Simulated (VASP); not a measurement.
# AlN (v.bB) (F-43m) in VASP: further runs

Runs on AlN (v.bB). Level: PBE. Tasks: single point.

Everything below comes from runs of VASP 6.6.1. Logs are shortened: lines on timing, memory, paths and dates and some standing lists are left out, and cuts for length are marked.

## Step 1: The cell of the first run

It takes space group F-43m (No. 216, cubic). The conventional cell has a = 4.403 Å, b = 4.403 Å, c = 4.403 Å, α = 90.00°, β = 90.00°, γ = 90.00°. Al (site symmetry -43m) has 4 N at 1.91 Å within 2.5 Å. N (site symmetry -43m) has 4 Al at 1.91 Å within 2.5 Å.

## Step 2: Single point, PBE

File INCAR:

```
SYSTEM = AlN
PREC = Accurate
ENCUT = 600
EDIFF = 1E-6
ISMEAR = 0
SIGMA = 0.02
LREAL = .False.
LASPH = .True.
NELM = 120
ALGO = Normal
ISIF = 2
LWAVE = .False.
LCHARG = .True.
GGA = PE
LELF = .True.
LVHAR = .True.
NBANDS = 11
GGA_COMPAT = .False.
```

File KPOINTS:

```
Automatic mesh
0
Gamma
  10 10 10
  0 0 0
```

File POSCAR:

```
AlN
1.0
    0.0000000000      2.2012620991      2.2012620991
    2.2012620991      0.0000000000      2.2012620991
    2.2012620991      2.2012620991      0.0000000000
Al N
1 1
Direct
    0.0000000000      0.0000000000      0.0000000000
    0.2500000000      0.2500000000      0.2500000000
```

Potentials or basis: VASP PAW PBE potentials, release 64 (Al, N).

The run is started by

```bash
> cat potpaw_PBE.64/Al/POTCAR potpaw_PBE.64/N/POTCAR > POTCAR
> mpirun -np 1 vasp_std > vasp.out
```

OUTCAR:

```text
SYSTEM = AlN
   PREC = Accurate
   ENCUT = 600
   EDIFF = 1E-6
   ISMEAR = 0
   LREAL = .False.
   LASPH = .True.
   NELM = 120
   ISIF = 2
   GGA = PE

 ion  position               nearest neighbor table
   1  0.000  0.000  0.000-   2 1.91   2 1.91   2 1.91   2 1.91
   2  0.250  0.250  0.250-   1 1.91   1 1.91   1 1.91   1 1.91

  LATTYP: Found a face centered cubic cell.
 ALAT       =     4.4025241982

  Lattice vectors:

 A1 = (   0.0000000000,   2.2012620991,   2.2012620991)
 A2 = (   2.2012620991,   0.0000000000,   2.2012620991)
 A3 = (   2.2012620991,   2.2012620991,   0.0000000000)

Analysis of symmetry for initial positions (statically):
=====================================================================
 Subroutine PRICEL returns:
 Original cell was already a primitive cell.

 Routine SETGRP: Setting up the symmetry group for a
 face centered cubic supercell.

 Subroutine GETGRP returns: Found 24 space group operations
 (whereof 24 operations were pure point group operations)
 out of a pool of 48 trial point group operations.

The static configuration has the point symmetry T_d .

Analysis of symmetry for dynamics (positions and initial velocities):
=====================================================================
 Subroutine PRICEL returns:
 Original cell was already a primitive cell.

 Routine SETGRP: Setting up the symmetry group for a
 face centered cubic supercell.

 Subroutine GETGRP returns: Found 24 space group operations
 (whereof 24 operations were pure point group operations)
 out of a pool of 48 trial point group operations.

The dynamic configuration has the point symmetry T_d .

 Subroutine INISYM returns: Found 24 space group operations
 (whereof 24 operations are pure point group operations),
 and found     1 'primitive' translations

----------------------------------------------------------------------------------------

                                     Primitive cell

  volume of cell :      21.3327

  direct lattice vectors                    reciprocal lattice vectors
     0.000000000  2.201262099  2.201262099    -0.227142420  0.227142420  0.227142420
     2.201262099  0.000000000  2.201262099     0.227142420 -0.227142420  0.227142420
     2.201262099  2.201262099  0.000000000     0.227142420  0.227142420 -0.227142420

  length of vectors
     3.113054715  3.113054715  3.113054715     0.393422212  0.393422212  0.393422212

  position of ions in fractional coordinates (direct lattice)
     0.000000000  0.000000000  0.000000000
     0.250000000  0.250000000  0.250000000

  ion indices of the primitive-cell ions
   primitive index   ion index
                 1           1
[... 79 lines left out ...]
   ISIF   =      2    stress and relaxation
   ISYM   =      2    0-nonsym 1-usesym 2-fastsym
   POTIM  = 0.5000    time-step for ionic-motion
   TEBEG  =    0.0;   TEEND  =   0.0 temperature during run
   PSTRESS=    0.0 pullay stress
   NELECT =       8.0000    total number of electrons
   NUPDOWN=      -1.0000    fix difference up-down
   EMIN   =  10.00;   EMAX   =-10.00  energy-range for DOS
   EFERMI =   0.00;   METHOD = LEGACY
   ISMEAR =     0;   SIGMA  =   0.02  broadening in eV -4-tet -1-fermi 0-gaus
   EFERMI_NEDOS =   21; number of points for ismear=-14 and -15
   IALGO  =     38    algorithm
   IMIX   =      4    mixing-type and parameters
     AMIX     =   0.40;   BMIX     =  1.00
     AMIX_MAG =   1.60;   BMIX_MAG =  1.00
  volume/ion in A,a.u.               =      10.67        71.98
  Fermi-wavevector in a.u.,A,eV,Ry     =   1.180565  2.230944 18.962884  1.393733
  Thomas-Fermi vector in A             =   2.316855
   LORBIT       =      0    0 simple, 1 ext, 2 COOP (PROOUT), +10 PAW based schemes
   GGA     = PE    functional components
   LHFCALC =     F    Hartree Fock is set to
   AEXX    =    0.0000 exact exchange contribution
   IVDW    =     0    specifies the selected vdW correction
   LEPSILON=     F    determine dielectric tensor
   LRPA    =     F    only Hartree local field effects (RPA)
 non-spin polarized calculation
 Gauss-broadening in eV      SIGMA  =   0.02
  energy-cutoff  :      600.00
  volume of cell :       21.33
 maximum number of plane-waves:       728
 NGX is ok and might be reduce to    28
   NGX = 13   NGY = 13   NGZ = 13

 number of electron       8.0000000 magnetization

 Free energy of the ion-electron system (eV)
  ---------------------------------------------------
  ext. energy  EPLUGINS =         0.00000000
  ---------------------------------------------------
  free energy    TOTEN  =       -14.84893361 eV

  energy without entropy =      -14.84893361  energy(sigma->0) =      -14.84893361

 E-fermi :   5.9343     XC(G=0): -10.8312

 val. band max:        5.7490326611   @ k =   0.0000   0.0000   0.0000
 cond. band min:       9.0543792844   @ k =   0.5000   0.5000   0.0000
 fundamental gap:      3.3053466232
 Fermi energy:         5.9342891815

 k-point     1 :       0.0000    0.0000    0.0000
  band No.  band energies     occupation
      1      -9.0968      2.00000
      2       5.7490      2.00000
      3       5.7490      2.00000
      4       5.7490      2.00000
      5       9.7374      0.00000
      6      18.0771      0.00000
      7      18.0771      0.00000
      8      18.0771      0.00000
      9      23.2490      0.00000
     10      23.2490      0.00000
     11      24.6053      0.00000
[... 309 lines left out ...]
 k-point    24 :       0.4000    0.3000    0.0000
  band No.  band energies     occupation
      1      -7.1536      2.00000
      2       1.6480      2.00000
      3       4.0727      2.00000
      4       4.3658      2.00000
      5      10.6120      0.00000
      6      15.1241      0.00000
      7      17.7243      0.00000
      8      20.0788      0.00000
      9      20.5706      0.00000
     10      26.7917      0.00000
     11      28.9054      0.00000

 [... further k-points ...]
[... 5 lines left out ...]
  --------------------------------------------------------------------------------------
  -------------------------------------------------------------------------------------
  Total       -0.0431125     -0.0431125     -0.0431125      0.0000000      0.0000000      0.0000000
  in kB       -3.2379347     -3.2379347     -3.2379347      0.0000000      0.0000000      0.0000000
  external PRESSURE =      -3.2379347 kB  Pullay stress =       0.0000000 kB

 VOLUME and BASIS-vectors are now :
 -----------------------------------------------------------------------------
  energy-cutoff  :      600.00
  volume of cell :       21.33
      direct lattice vectors                 reciprocal lattice vectors
     0.000000000  2.201262099  2.201262099    -0.227142420  0.227142420  0.227142420
     2.201262099  0.000000000  2.201262099     0.227142420 -0.227142420  0.227142420
     2.201262099  2.201262099  0.000000000     0.227142420  0.227142420 -0.227142420

 POSITION                                       TOTAL-FORCE (eV/Angst)
 -----------------------------------------------------------------------------------
      0.00000      0.00000      0.00000        -0.000000     -0.000000     -0.000000
      1.10063      1.10063      1.10063         0.000000      0.000000      0.000000
 -----------------------------------------------------------------------------------
    total drift:                                0.000000      0.000000      0.000000

  FREE ENERGIE OF THE ION-ELECTRON SYSTEM (eV)
  ---------------------------------------------------
  free  energy   TOTEN  =       -14.8489336144 eV

  energy  without entropy=      -14.8489336144  energy(sigma->0) =      -14.84893361
```

OSZICAR:

```text
N       E                     dE             d eps       ncg     rms          rms(c)
DAV:   1     0.161936794342E+02    0.16194E+02   -0.40492E+03  1034   0.687E+02
DAV:   2    -0.159528312552E+02   -0.32147E+02   -0.30763E+02  1248   0.151E+02
DAV:   3    -0.171786568871E+02   -0.12258E+01   -0.12239E+01  1294   0.292E+01
DAV:   4    -0.171856158195E+02   -0.69589E-02   -0.69583E-02  1196   0.235E+00
DAV:   5    -0.171857045410E+02   -0.88721E-04   -0.88721E-04  1256   0.262E-01    0.851E+00
DAV:   6    -0.148572031413E+02    0.23285E+01   -0.11951E+01  1277   0.180E+01    0.278E+00
DAV:   7    -0.148554542521E+02    0.17489E-02   -0.16248E-01  1160   0.317E+00    0.201E+00
DAV:   8    -0.148504382834E+02    0.50160E-02   -0.29832E-02  1124   0.173E+00    0.595E-01
DAV:   9    -0.148488872900E+02    0.15510E-02   -0.42329E-03  1273   0.415E-01    0.234E-01
DAV:  10    -0.148489248148E+02   -0.37525E-04   -0.53968E-04  1130   0.152E-01    0.194E-02
DAV:  11    -0.148489337252E+02   -0.89104E-05   -0.18053E-05  1208   0.297E-02    0.164E-02
DAV:  12    -0.148489336144E+02    0.11074E-06   -0.66692E-07   757   0.654E-03
   1 F= -.14848934E+02 E0= -.14848934E+02  d E =-.184929E-41
```

stdout:

```text
POSCAR found type information on POSCAR AlN
 POSCAR found :  2 types and       2 ions
 scaLAPACK will be used
 LDA part: xc-table for (Slater+PW92), standard interpolation
 POSCAR, INCAR and KPOINTS ok, starting setup
 FFT: planning ... GRIDC
 FFT: planning ... GRID_SOFT
 FFT: planning ... GRID
 WAVECAR not read
 entering main loop
```

Run time: 6.4 s. Hardware: 1 thread of Intel Xeon 6975P-C (Granite Rapids), shared host; peak memory 0.15 GiB.

What came out:

```
Free energy            : -14.8489 eV
Pressure               : -0.3 GPa
Band gap on the k mesh : 3.31 eV, indirect (least direct gap 3.99 eV)
```

Levels at points of the mesh, in eV from the valence-band top:
```
           k point  band 1  band 2  band 3  band 4  band 5  band 6  band 7  band 8  band 9
(0.00, 0.00, 0.00)  -14.85    0.00    0.00    0.00    3.99   12.33   12.33   12.33   17.50
(0.50, 0.00, 0.00)  -12.87   -5.76   -0.48   -0.48    7.17    9.70   11.00   11.00   17.68
(0.50, 0.50, 0.00)  -12.25   -4.83   -1.75   -1.75    3.31    8.47   13.64   15.44   15.44
```

A k mesh can miss the band edges.

## Step 3: Single point, PBE

File INCAR:

```
PREC = Accurate ; ENCUT = 600
EDIFF = 1E-6 ; ISMEAR = 0
SIGMA = 0.02 ; LREAL = F
LASPH = T ; NELM = 120
ALGO = Normal ; ISIF = 2
LWAVE = F ; LCHARG = F
GGA = PE ; NBANDS = 11
GGA_COMPAT = F
```

File KPOINTS:

```
regular mesh
0
Gamma
  10 10 10
```

POSCAR is that of step 2.

Potentials or basis: VASP PAW PBE potentials, release 64 (Al, N).

The run is started by

```bash
> cat potpaw_PBE.64/Al/POTCAR potpaw_PBE.64/N/POTCAR > POTCAR
> mpirun -np 1 vasp_std > vasp.out
```

Wall time 6.1 s (1 thread of Intel Xeon 6975P-C (Granite Rapids), shared host); peak memory 0.15 GiB.

Results (log left out):

* Free energy: -14.8489 eV
* Pressure: -0.3 GPa
* Band gap on the k mesh: 3.31 eV, indirect (least direct gap 3.99 eV)

Levels at points of the mesh, in eV from the valence-band top:
```csv
k point,band 1,band 2,band 3,band 4,band 5,band 6,band 7,band 8
"(0.00, 0.00, 0.00)",-14.85,0.00,0.00,0.00,3.99,12.33,12.33,12.33
"(0.50, 0.00, 0.00)",-12.87,-5.76,-0.48,-0.48,7.17,9.70,11.00,11.00
"(0.50, 0.50, 0.00)",-12.25,-4.83,-1.75,-1.75,3.31,8.47,13.64,15.44
```

A k mesh can miss the band edges.
